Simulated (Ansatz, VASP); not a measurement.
**One calculation of Cu, two programs**

```
Cu
1.0
    -1.39951    1.39951    1.39672
     1.39951   -1.39951    1.39672
     1.39951    1.39951   -1.39672
Cu
1
Cartesian
  0.0000 0.0000 0.0000
```

Change from the starting cell: strain -0.030 along x and y, +0.015 along z, atoms carried along.

Alike in both runs: task single point; functional PBEsol; k mesh 24 × 24 × 24; occupations gaussian, width 0.15 eV; no spin polarisation.

|  | VASP | Ansatz |
| --- | --- | --- |
| version | VASP 6.6.1 | Ansatz 0.2.0 |
| potentials or method | VASP PAW PBE potentials, release 64 (Cu), cutoff 520 eV | scalar-relativistic, plane waves, PAW |
| valence electrons in the cell | 11 | 19 |

Ansatz gave:

```
gap on the k mesh at the Fermi level (eV) : none
pressure (GPa)                            : 6.7
```

Problem. Estimate VASP's values.

Solution. gap on the k mesh at the Fermi level (eV): none; pressure (GPa): 7.4.

VASP's potentials were made for PBE, not for PBEsol. A gap of «none» marks a metal or a gap that the smearing closes. With one functional, cell and mesh, what is left measures potentials, basis and numerics. VASP's potentials hold 11 valence electrons a cell and Ansatz's 19, so a difference there can come from the potentials and not from the codes.
